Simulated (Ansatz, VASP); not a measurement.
**H4RuCl: VASP beside Ansatz**

```
H Ru Cl
1.0
     3.95558    0.00000    0.00000
     0.00000    3.95558    0.00000
     0.00000    0.00000    3.95558
H Ru Cl
4 1 1
Cartesian
  0.5854 0.5854 0.5854
  0.5854 3.3702 3.3702
  3.3702 3.3702 0.5854
  3.3702 0.5854 3.3702
  0.0000 0.0000 0.0000
  1.9778 1.9778 1.9778
```

Change from the starting cell: species swapped into the H4BrN type (P-43m, No. 215).

Alike in both runs: task single point; functional PBE; k mesh 4 × 4 × 4; occupations gaussian, width 0.1 eV; collinear spin.

|  | VASP | Ansatz |
| --- | --- | --- |
| version | VASP 6.6.1 | Ansatz 0.2.0 |
| potentials or method | VASP PAW PBE potentials, release 64 (H, Ru_pv, Cl), cutoff 520 eV | scalar-relativistic, plane waves, PAW |
| valence electrons in the cell | 25 | 27 |

|  | VASP | Ansatz | Ansatz less VASP |
| --- | --- | --- | --- |
| gap on the k mesh at the Fermi level (eV) | none | none | - |
| rms of the force components (eV/Å) | 19.537 | 17.628 | -1.9093 |
| net moment per atom (μB) | 0.13 | 0.13 | -0.007 |
| size of the moment on the site where the two differ most (μB) | 0.54 | 0.07 | -0.472 |

Site moments also hang on the region over which each program counts them. Atom by atom the forces differ by 1.909 eV/Å (rms over components). A gap of «none» marks a metal or a gap that the smearing closes. VASP's potentials hold 25 valence electrons a cell and Ansatz's 27, so a difference there can come from the potentials and not from the codes.

The k mesh is coarse, so the values compare programs but aren't converged.
